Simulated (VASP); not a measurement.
# TiO2: single point with PBE

TiO2:

```
Ti O
1.0
    -1.89935    1.89935    4.85099
     1.89935   -1.89935    4.85099
     1.89935    1.89935   -4.85099
Ti O
2 4
Direct
  0.75000 0.25000 0.50000
  0.00000 0.00000 0.00000
  0.54357 0.04357 0.50000
  0.79357 0.79357 0.00000
  0.20643 0.20643 0.00000
  0.95643 0.45643 0.50000
```

* Program: VASP 6.6.1
* Task: single point
* Functional: PBE
* Potentials or basis: VASP PAW PBE potentials, release 64 (Ti_sv, O)
* Cutoff: 520 eV
* k mesh: 8 × 8 × 8
* Occupations: fermi-dirac, width 0.02 eV
* Spin: no spin polarisation

- Pressure: 0.7 GPa
- Largest force: 0.019 eV/Å
- Band gap on the k mesh: 2.14 eV, indirect (least direct gap 2.41 eV)

Forces on the atoms (eV/Å):
```
Ti   0.000  0.000  0.000
Ti   0.000  0.000  0.000
O    0.000  0.000 -0.019
O    0.000  0.000 -0.019
O    0.000  0.000  0.019
O    0.000  0.000  0.019
```

Levels at points of the mesh, in eV from the valence-band top:
| k point | band 21 | band 22 | band 23 | band 24 | band 25 | band 26 | band 27 | band 28 |
| --- | --- | --- | --- | --- | --- | --- | --- | --- |
| (0.00, 0.00, 0.00) | -0.77 | -0.76 | -0.39 | -0.39 | 2.14 | 2.80 | 3.99 | 3.99 |
| (0.50, 0.00, 0.00) | -1.85 | -0.85 | -0.82 | -0.61 | 3.21 | 3.48 | 3.54 | 3.55 |
| (0.50, 0.50, 0.00) | -1.95 | -1.95 | -0.02 | -0.02 | 3.24 | 3.24 | 3.71 | 3.71 |
| (0.50, 0.50, 0.50) | -1.21 | -1.21 | -0.07 | -0.07 | 2.46 | 2.46 | 3.72 | 3.72 |

Run time: 3.9 min on 1 thread of Intel(R) Xeon(R) Platinum 8488C (Sapphire Rapids), with other jobs on the host, peak memory 0.31 GiB.

A k mesh can miss the band edges.
